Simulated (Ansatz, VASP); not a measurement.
## GeWCl3 in VASP and in Ansatz

File INCAR:

```
PREC = Accurate ; ENCUT = 600
EDIFF = 1E-7 ; ISMEAR = 0
SIGMA = 0.1 ; LREAL = False
LASPH = True ; NELM = 150
ALGO = Normal ; ISIF = 3
LWAVE = False ; LCHARG = False
ISPIN = 2 ; MAGMOM = 1.02 2.13 0.08 0.08 0.08
LORBIT = 11 ; LMAXMIX = 4
GGA = PE ; IBRION = 2
NSW = 90 ; EDIFFG = -0.04
```

KPOINTS

```
Automatic mesh
0
Gamma
  4 4 4
```

File POSCAR:

```
GeWCl3
1.0
    5.1266100000      0.0000000000      0.0000000000
    0.0000000000      5.1266100000      0.0000000000
    0.0000000000      0.0000000000      5.1266100000
Ge W Cl
1 1 3
Direct
    0.0000000000      0.0000000000      0.0000000000
    0.5000000000      0.5000000000      0.5000000000
    0.0000000000      0.5000000000      0.5000000000
    0.5000000000      0.0000000000      0.5000000000
    0.5000000000      0.5000000000      0.0000000000
```

Input for Ansatz:

```yaml
crystal:
  lattice:
    - [5.12661, 0.0, 0.0]
    - [0.0, 5.12661, 0.0]
    - [0.0, 0.0, 5.12661]
  atoms:
    - { symbol: Ge, position: [0.0, 0.0, 0.0] }
    - { symbol: W, position: [0.5, 0.5, 0.5] }
    - { symbol: Cl, position: [0.0, 0.5, 0.5] }
    - { symbol: Cl, position: [0.5, 0.0, 0.5] }
    - { symbol: Cl, position: [0.5, 0.5, 0.0] }
basis:
  ecutwfc: 420
kpoints:
  mp_grid: { grid: [4, 4, 4] }
hamiltonian:
  xc: pbe
scf:
  occupations: { method: gaussian, width: 0.1 }
  lower_state_search: "off"
output:
  forces: true
  stress: true
  eigenvalues: true
  populations: true
magnetization:
  spin_polarized: true
relax:
  adjacent_minimum: "off"
  f_tol: 0.04
  max_steps: 70
  cell: { stress_tol: 0.4 }
```

Alike in both runs: task relaxation of cell and atoms; functional PBE; k mesh 4 × 4 × 4; occupations gaussian, width 0.1 eV; collinear spin.

|  | VASP | Ansatz |
| --- | --- | --- |
| version | VASP 6.6.1 | Ansatz 0.2.0 |
| potentials or method | VASP PAW PBE potentials, release 64 (Ge_d, W_sv, Cl), cutoff 600 eV | scalar-relativistic, plane waves, PAW |
| valence electrons in the cell | 49 | 49 |

Ansatz gave:

| Quantity | Value |
| --- | --- |
| gap on the k mesh at the Fermi level, each at its own relaxed structure (eV) | none |
| net moment per atom (μB) | 0.91 |
| size of the moment on the site where the two differ most (μB) | 1.94 |
| relaxed volume (Å³/atom) | 24.38 |
| relaxed cell length with the largest relative difference (Å) | 4.958 |

Estimate VASP's values.

gap on the k mesh at the Fermi level, each at its own relaxed structure (eV): none; net moment per atom (μB): 0.92; size of the moment on the site where the two differ most (μB): 2.43; relaxed volume (Å³/atom): 24.65; relaxed cell length with the largest relative difference (Å): 4.977.

Site moments also hang on the region over which each program counts them. A gap of «none» marks a metal or a gap that the smearing closes. Ansatz's warnings: no starting moments.

Spin-orbit coupling is off throughout.
